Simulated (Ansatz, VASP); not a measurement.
**C: VASP beside Ansatz**

```
C
1.0
     3.56028    0.00000    0.00000
     0.00000   -3.56028    0.00000
     0.00000    0.00000   -3.56028
C
8
Direct
  0.51297 0.98703 0.98703
  0.00000 0.50000 0.00000
  0.00000 0.00000 0.50000
  0.50000 0.50000 0.50000
  0.75000 0.75000 0.75000
  0.25000 0.25000 0.75000
  0.25000 0.75000 0.25000
  0.75000 0.25000 0.25000
```

Alike in both runs: task single point; functional r2SCAN; k mesh 6 × 6 × 6; occupations gaussian, width 0.05 eV; no spin polarisation.

|  | VASP | Ansatz |
| --- | --- | --- |
| version | VASP 6.6.1 | Ansatz 0.2.0 |
| potentials or method | VASP PAW PBE potentials, release 64 (C_h), cutoff 910 eV | scalar-relativistic, plane waves, PAW |
| valence electrons in the cell | 32 | 32 |

```tsv
	VASP	Ansatz	Ansatz less VASP
gap on the k mesh at the Fermi level (eV)	4.16	4.15	-0.002
least direct gap on the mesh (eV)	4.52	4.52	-0.003
rms of the force components (eV/Å)	0.944	0.945	+0.0014
```

VASP's potentials were made for PBE, not for r2SCAN. Atom by atom the forces differ by 0.002 eV/Å (rms over components).

Noted on VASP's run: the cutoff is short for stress, so the pressure is rough.
